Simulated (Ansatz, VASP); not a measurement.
Ir: VASP beside Ansatz

INCAR

```
SYSTEM = Ir
PREC = Accurate
ENCUT = 520
EDIFF = 1E-6
ISMEAR = 0
SIGMA = 0.15
LREAL = .FALSE.
LASPH = .TRUE.
NELM = 60
ALGO = Fast
ISIF = 2
LWAVE = .FALSE.
LCHARG = .FALSE.
NBANDS = 16
```

KPOINTS

```
Automatic mesh
0
G
  16 16 12
  0 0 0
```

The input POSCAR:

```
Ir
1.0
    0.0000000000     -1.9054060557     -1.9054060557
    0.0000000000      1.9054060557     -1.9054060557
    3.8108121114      0.0000000000      0.0000000000
Ir
2
Direct
    0.5050382962      0.4949617038      0.4887687982
   -0.0050382962      0.0050382962      0.0112312018
```

Input for Ansatz:

```yaml
crystal:
  lattice:
    - [0.0, -1.9054060557, -1.9054060557]
    - [0.0, 1.9054060557, -1.9054060557]
    - [3.8108121114, 0.0, 0.0]
  atoms:
    - { symbol: Ir, position: [0.5050382962, 0.4949617038, 0.4887687982] }
    - { symbol: Ir, position: [-0.0050382962, 0.0050382962, 0.0112312018] }
basis:
  ecutwfc: 420
kpoints:
  mp_grid: { grid: [16, 16, 12] }
hamiltonian:
  xc: lda
  pseudopotentials: { kind: paw, azcp: { folder: soft_1 } }
scf:
  occupations: { method: gaussian, width: 0.15 }
output:
  forces: true
  stress: true
  eigenvalues: true
  write_density: true
  write_potential: true
  elf: true
  volumetric_format: npy
```

Change from the starting cell: mode 4 frozen in at -0.019 Å and mode 6 at -0.043 Å (largest displacements).

Alike in both runs: task single point; functional LDA; k mesh 16 × 16 × 12; occupations gaussian, width 0.15 eV; no spin polarisation.

|  | VASP | Ansatz |
| --- | --- | --- |
| version | VASP 6.6.1 | Ansatz 0.2.0 |
| potentials or method | VASP PAW LDA potentials, release 64 (Ir), cutoff 520 eV | scalar-relativistic, plane waves, PAW |
| valence electrons in the cell | 18 | 34 |

|  | VASP | Ansatz | Ansatz less VASP |
| --- | --- | --- | --- |
| gap on the k mesh at the Fermi level (eV) | none | none | - |
| pressure (GPa) | 4.6 | 1.9 | -2.70 |
| traceless stress, the component that is largest in VASP (GPa) | 1.22 | 1.21 | -0.012 |
| rms of the force components (eV/Å) | 0.728 | 0.703 | -0.0255 |

Ansatz warns that its potentials were made for another functional, while VASP's fit it. LDA's correlation is that of Perdew and Zunger in VASP and of Perdew and Wang (1992) in Ansatz. Atom by atom the forces differ by 0.026 eV/Å (rms over components). A gap of «none» marks a metal or a gap that the smearing closes. VASP's potentials hold 18 valence electrons a cell and Ansatz's 34, so a difference there can come from the potentials and not from the codes.

Spin-orbit coupling is off throughout.
